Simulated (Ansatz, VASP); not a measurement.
Se: VASP beside Ansatz

INCAR

```
ALGO = Normal ; EDIFF = 1E-7
ENCUT = 520 ; GGA = PE
ISIF = 2 ; ISMEAR = -1
LASPH = True ; LCHARG = True
LELF = True ; LREAL = False
LVHAR = True ; LWAVE = False
NBANDS = 13 ; NELM = 80
PREC = Accurate ; SIGMA = 0.1
```

The input KPOINTS:

```
k-points
0
Gamma
  16 16 16
```

Contents of POSCAR:

```
Se
1.0
   -2.7661651717      2.7661651717      1.3644642108
    2.7661651717     -2.7661651717      1.3644642108
    2.7661651717      2.7661651717     -1.3644642108
Se
2
Direct
   -0.3750000000     -0.1250000000     -0.2500000000
    0.3750000000      0.1250000000      0.2500000000
```

Input for Ansatz:

```yaml
crystal:
  lattice:
    - [-2.7661651717, 2.7661651717, 1.3644642108]
    - [2.7661651717, -2.7661651717, 1.3644642108]
    - [2.7661651717, 2.7661651717, -1.3644642108]
  atoms:
    - { symbol: Se, position: [-0.375, -0.125, -0.25] }
    - { symbol: Se, position: [0.375, 0.125, 0.25] }
kpoints:
  mp_grid: { grid: [16, 16, 16] }
  band_path:
    path:
      - [0.0, 0.0, 0.0]
      - [0.0, 0.0, 0.5]
      - [-0.5, 0.5, 0.5]
      - [0.0, 0.0, 0.0]
      - [0.3108286375, 0.3108286375, -0.3108286375]
      - [-0.3108286375, 0.6891713625, 0.3108286375]
      - [-0.5, 0.5, 0.5]
      - [0.0, 0.0, 0.5]
      - [0.25, 0.25, 0.25]
    npoints: 8
scf:
  occupations: { method: fermi_dirac, width: 0.1 }
hamiltonian:
  xc: pbe
  pseudopotentials: { kind: all_electron, lapw: { basis_error: 0.001 } }
output:
  forces: true
  stress: true
  eigenvalues: true
  populations: true
  dos: { projected: true, de: 0.2, e_range: [-14, 8] }
```

Change from the starting cell: volume scaled by 0.92, LAPW.

Alike in both runs: task single point; functional PBE; k mesh 16 × 16 × 16; occupations fermi-dirac, width 0.1 eV; no spin polarisation.

|  | VASP | Ansatz |
| --- | --- | --- |
| version | VASP 6.6.1 | Ansatz 0.2.0 |
| potentials or method | VASP PAW PBE potentials, release 64 (Se), cutoff 520 eV | all-electron LAPW, scalar-relativistic |

|  | VASP | Ansatz | Ansatz less VASP |
| --- | --- | --- | --- |
| pressure (GPa) | 6.2 | 6.2 | -0.05 |

Ansatz ran all-electron here, and VASP with PAW potentials.
